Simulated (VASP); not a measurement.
Wanted: the native input for a VASP 6.6.1 run.

- Task: single point
- Functional: RPBE
- Potentials or basis: VASP PAW PBE potentials, release 64 (Ti_sv)
- Cutoff: 520 eV
- k mesh: 11 × 11 × 11
- Occupations: fermi-dirac, width 0.05 eV
- Spin: no spin polarisation
- Dipole correction: no
- Further INCAR settings: ALGO = Normal; EDIFF = 1e-07; NBANDS = 12

The structure of Ti lies in POSCAR:

```
Ti
1.0
    0.0000000000      2.0764476350      2.0764476350
    2.0764476350      0.0000000000      2.0764476350
    2.0764476350      2.0764476350      0.0000000000
Ti
1
Direct
    0.0000000000      0.0000000000      0.0000000000
```

This isn't the form of Ti at room conditions, which is hcp.

The input as run:

INCAR

```
SYSTEM = Ti
PREC = Accurate
ENCUT = 520
EDIFF = 1E-7
ISMEAR = -1
SIGMA = 0.05
LREAL = .False.
LASPH = .True.
NELM = 60
ALGO = Normal
ISIF = 2
LWAVE = .False.
LCHARG = .False.
GGA = RP
NBANDS = 12
```

KPOINTS

```
Automatic mesh
0
Gamma
  11 11 11
  0 0 0
```

Potentials or basis: VASP PAW PBE potentials, release 64 (Ti_sv).

The run is started by

```sh
$ cat potpaw_PBE.64/Ti_sv/POTCAR > POTCAR
$ mpirun -np 1 vasp_std > vasp.out
```

Results of the run:

```json
{"Pressure": "-0.3 GPa", "Band gap on the k mesh": "zero (bands 6 and 7 overlap by 1.13 eV)"}
```

Caveat: the PAW data sets were made with another functional, which shifts forces and pressure a little.

Run time: 6.1 s on 1 thread of Intel(R) Xeon(R) 6975P-C (Granite Rapids), on a shared host, peak memory 0.14 GiB.
